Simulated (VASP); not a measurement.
# PbS in VASP: a series of runs, part 3 of 3

VASP 6.6.1. Earlier steps stand in the parts before.

### 5 Relaxation of cell and atoms, LDA

This run uses another cell than the first one, of 27.72 Å³/atom, 1.092 times its volume.

Contents of INCAR:

```
SYSTEM = PbS
ALGO = Normal ; EDIFF = 1E-7
EDIFFG = -0.01 ; ENCUT = 500
GGA = CA ; GGA_COMPAT = .False.
IBRION = 2 ; ISIF = 3
ISMEAR = 0 ; LASPH = .True.
LCHARG = .False. ; LREAL = .False.
LWAVE = .False. ; NELM = 120
NELMIN = 4 ; NSW = 80
PREC = Accurate ; SIGMA = 0.01
```

Contents of KPOINTS:

```
k-points
0
Gamma
  5 5 3
  0 0 0
```

Contents of POSCAR:

```
PbS
1.0
    2.0569418400     -3.5658292700      0.0000000000
    2.0569418400      3.5658292700      0.0000000000
    0.0000000000      0.0000000000      7.5599447400
Pb S
2 2
Direct
    0.0010316600      0.9989683400      0.4867318100
    0.9989683400      0.0010316600      0.9867318100
    0.6671454800      0.3328545200      0.6924681900
    0.3328545200      0.6671454800      0.1924681900
```

Potentials or basis: VASP PAW LDA potentials, release 64 (Pb_d, S).

Run with:

```console
> cat potpaw_LDA.64/Pb_d/POTCAR potpaw_LDA.64/S/POTCAR > POTCAR
> mpirun -np 1 vasp_std > vasp.out
```

OUTCAR:

```text
SYSTEM = PbS
   EDIFF = 1E-7
   EDIFFG = -0.01
   ENCUT = 500
   GGA = CA
   IBRION = 2
   ISIF = 3
   ISMEAR = 0
   LASPH = .True.
   LREAL = .False.
   NELM = 120
   NELMIN = 4
   NSW = 80
   PREC = Accurate

 ion  position               nearest neighbor table
   1  0.001  0.999  0.487-   3 2.84   3 2.84   3 2.84   4 3.25   4 3.26   4 3.26   2 3.78   2 3.78

   2  0.999  0.001  0.987-   4 2.84   4 2.84   4 2.84   3 3.25   3 3.26   3 3.26   1 3.78   1 3.78

   3  0.667  0.333  0.692-   1 2.84   1 2.84   1 2.84   2 3.25   2 3.26   2 3.26
   4  0.333  0.667  0.192-   2 2.84   2 2.84   2 2.84   1 3.25   1 3.26   1 3.26

  LATTYP: Found a base centered orthorhombic cell.
 ALAT       =     4.1138836800
 B/A-ratio  =     1.7335586260
 C/A-ratio  =     1.8376661394

  Lattice vectors:

 A1 = (   2.0569418400,  -3.5658292700,   0.0000000000)
 A2 = (   2.0569418400,   3.5658292700,   0.0000000000)
 A3 = (   0.0000000000,   0.0000000000,   7.5599447400)

Analysis of symmetry for initial positions (statically):
=====================================================================
 Subroutine PRICEL returns:
 Original cell was already a primitive cell.

 Routine SETGRP: Setting up the symmetry group for a
 base centered orthorhombic supercell.

 Subroutine GETGRP returns: Found  4 space group operations
 (whereof  2 operations were pure point group operations)
 out of a pool of  8 trial point group operations.

The static configuration has the point symmetry C_1h.
 The point group associated with its full space group is C_2v.
[... 236 lines left out ...]

 number of electron      39.9999994 magnetization

 E-fermi :   5.5240     XC(G=0):  -9.9975

 val. band max:        5.4236500293   @ k =   0.4000   0.4000   0.0000
 cond. band min:       6.0289765152   @ k =   0.4000   0.0000   0.0000
 fundamental gap:      0.6053264859
 Fermi energy:         5.5239870284

 k-point     1 :       0.0000    0.0000    0.0000
  band No.  band energies     occupation
      1     -11.2680      2.00000
      2     -11.2174      2.00000
      3     -11.2172      2.00000
      4     -11.1950      2.00000
      5     -11.1948      2.00000
      6     -11.1646      2.00000
[... 506 lines left out ...]
  FREE ENERGIE OF THE ION-ELECTRON SYSTEM (eV)
  ---------------------------------------------------
  free  energy   TOTEN  =       -19.7077134453 eV

  energy  without entropy=      -19.7077134453  energy(sigma->0) =      -19.70771345

[... ionic steps 4 to 15 ...]

--------------------------------------- Ionic step       16  -------------------------------------------

 number of electron      39.9999994 magnetization

------------------------ aborting loop because EDIFF is reached ----------------------------------------
[... 71 lines left out ...]
--------------------------------------- Ionic step       18  -------------------------------------------

 number of electron      39.9999991 magnetization

 Free energy of the ion-electron system (eV)
  ---------------------------------------------------
  ext. energy  EPLUGINS =         0.00000000
  ---------------------------------------------------
  free energy    TOTEN  =       -19.73392658 eV

  energy without entropy =      -19.73392658  energy(sigma->0) =      -19.73392658

 E-fermi :   6.1009     XC(G=0): -10.1304

 val. band max:        6.0038863843   @ k =   0.0000   0.0000   0.0000
 cond. band min:       6.2597493482   @ k =   0.4000   0.0000   0.0000
 fundamental gap:      0.2558629639
 Fermi energy:         6.1009497788

 k-point     1 :       0.0000    0.0000    0.0000
  band No.  band energies     occupation
      1     -11.0540      2.00000
      2     -10.9824      2.00000
      3     -10.9821      2.00000
      4     -10.9569      2.00000
      5     -10.9566      2.00000
      6     -10.9376      2.00000
[... 506 lines left out ...]
  FREE ENERGIE OF THE ION-ELECTRON SYSTEM (eV)
  ---------------------------------------------------
  free  energy   TOTEN  =       -19.7339265819 eV

  energy  without entropy=      -19.7339265819  energy(sigma->0) =      -19.73392658

 reached required accuracy - stopping structural energy minimisation
```

Wall time 6.8 min (1 thread of Intel Xeon Platinum 8375C at 2.90GHz (Ice Lake), shared host); peak memory 0.21 GiB.

Results:

```yaml
Free_energy: -19.7339 eV
Relaxed_volume: 25.43 Å³/atom
Relaxed_cell: a = 4.029 Å, b = 4.029 Å, c = 7.241 Å, α = 90.00°, β = 90.00°, γ = 120.04°
Space_group_after_relaxing_to_0.05_Å: P6_3mc (No. 186)
Energy_gained_by_relaxing: 25.1 meV/atom
Ionic_steps: 18
Pressure_after_relaxing: 0.0 GPa
Largest_force_after_relaxing: 0.005 eV/Å
Band_gap_on_the_k_mesh: 0.26 eV, indirect (least direct gap 0.66 eV)
```

Forces on the atoms (eV/Å):
```
Pb   0.000  0.002 -0.004
Pb   0.000 -0.002 -0.004
S    0.000 -0.003  0.004
S    0.000  0.003  0.004
```

The path:
| step | energy change (eV) | largest force (eV/Å) | pressure (GPa) | volume (Å³) |
| --- | --- | --- | --- | --- |
| 1 | 0.0000 | 0.0705 | -3.37 | 110.90 |
| 2 | -0.0621 | 0.2771 | 1.52 | 101.81 |
| 3 | -0.0742 | 0.1724 | -0.05 | 104.28 |
| 4 | -0.0792 | 0.1471 | -0.03 | 103.93 |
| 5 | -0.0894 | 0.0822 | 0.07 | 102.87 |
| 6 | -0.0907 | 0.0207 | 0.50 | 100.79 |
| 7 | -0.0928 | 0.0308 | 0.28 | 101.63 |
| 8 | -0.0974 | 0.0042 | -0.35 | 102.51 |
| 9 | -0.0976 | 0.0063 | -0.46 | 102.67 |
| 10 | -0.1000 | 0.0153 | -0.03 | 101.97 |
| 11 | -0.1000 | 0.0157 | -0.02 | 101.95 |
| 12 | -0.1001 | 0.0148 | 0.01 | 101.86 |
| 13 | -0.1001 | 0.0163 | 0.08 | 101.70 |
| 14 | -0.1002 | 0.0145 | 0.03 | 101.75 |
| 15 | -0.1002 | 0.0130 | -0.02 | 101.80 |
| 16 | -0.1002 | 0.0127 | -0.03 | 101.81 |
| 17 | -0.1003 | 0.0095 | -0.02 | 101.79 |
| 18 | -0.1004 | 0.0053 | -0.01 | 101.73 |

Final structure:
```
Pb S
1.0
     2.01306   -3.48961    0.00000
     2.01306    3.48961    0.00000
     0.00000    0.00000    7.24068
Pb S
2 2
Direct
  0.00027 0.99973 0.47455
  0.99973 0.00027 0.97455
  0.66675 0.33325 0.70465
  0.33325 0.66675 0.20465
```

Levels at points of the mesh, in eV from the valence-band top:
```csv
k point,band 17,band 18,band 19,band 20,band 21,band 22,band 23,band 24
"(0.00, 0.00, 0.00)",-2.16,-1.69,-1.69,0.00,0.66,3.22,3.23,3.72
```

Caveat: spin-orbit coupling is left out, which moves the levels of the heavy elements.

### 6 Summary

| task | level | potentials or basis | cell | gap on the mesh (eV) | pressure (GPa) | largest force (eV/Å) |
| --- | --- | --- | --- | --- | --- | --- |
| single point | LDA | VASP PAW LDA potentials, release 64 (Pb_d, S) | a = 4.030, b = 4.030, c = 7.221 Å, angles 90.0, 90.0, 120.0°, 4 atoms | 0.26 | 0.1 | 0.01 |
| single point | PBEsol | VASP PAW PBE potentials, release 64 (Pb_d, S) | a = 4.073, b = 4.073, c = 7.312 Å, angles 90.0, 90.0, 120.0°, 4 atoms | 0.40 | -0.1 | - |
| single point | BLYP+D3(BJ) | VASP PAW PBE potentials, release 64 (Pb_d, S) | a = 4.101, b = 4.101, c = 7.430 Å, angles 90.0, 90.0, 120.0°, 4 atoms | 0.54 | 0.1 | 0.01 |
| relaxation of cell and atoms | LDA | VASP PAW LDA potentials, release 64 (Pb_d, S) | relaxed from a = 4.117, b = 4.117, c = 7.560 Å, angles 90.0, 90.0, 120.0°, 4 atoms | 0.26 | 0.0 | 0.01 |

Alike in all rows: no spin polarisation; k mesh 5 × 5 × 3; cutoff (eV) 500; smearing gaussian 0.01 eV.

Caveats: spin-orbit coupling is left out, which moves the levels of the heavy elements; the PAW data sets were made with another functional, which shifts forces and pressure a little (some runs).

Absolute energies hang on the potentials; compare differences alone.
